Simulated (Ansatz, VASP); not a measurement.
**Al12H: VASP beside Ansatz**

```
CELL_PARAMETERS angstrom
5.71430 0.00000 0.00000
-2.85715 4.94873 0.00000
0.00000 0.00000 21.60164
ATOMIC_POSITIONS crystal
Al 0.33333 0.16667 0.18517
Al 0.33333 0.66667 0.18517
Al 0.83333 0.16667 0.18517
Al 0.83333 0.66667 0.18517
Al 0.16667 0.33333 0.29169
Al 0.16667 0.83333 0.29169
Al 0.66667 0.33333 0.29169
Al 0.66667 0.83333 0.29169
Al 0.00000 0.00000 0.39819
Al 0.00000 0.50000 0.39819
Al 0.50000 0.00000 0.39819
Al 0.50000 0.50000 0.39819
H 0.16667 0.83333 0.38431
```

Alike in both runs: task single point; functional PBE; k mesh 6 × 6 × 1; occupations gaussian, width 0.1 eV; collinear spin.

|  | VASP | Ansatz |
| --- | --- | --- |
| version | VASP 6.6.1 | Ansatz 0.2.0 |
| potentials or method | VASP PAW PBE potentials, release 64 (Al, H), cutoff 520 eV | scalar-relativistic, plane waves, PAW |
| valence electrons in the cell | 37 | 37 |

```csv
,VASP,Ansatz,Ansatz less VASP
gap on the k mesh at the Fermi level (eV),none,none,-
rms of the force components (eV/Å),0.410,0.411,+0.0019
net moment per atom (μB),0.00,0.00,0.000
```

Atom by atom the forces differ by 0.002 eV/Å (rms over components). A gap of «none» marks a metal or a gap that the smearing closes. The functional is the same, so the differences come from potentials, cutoffs and numerics. Ansatz's warnings: seeded moment not kept.
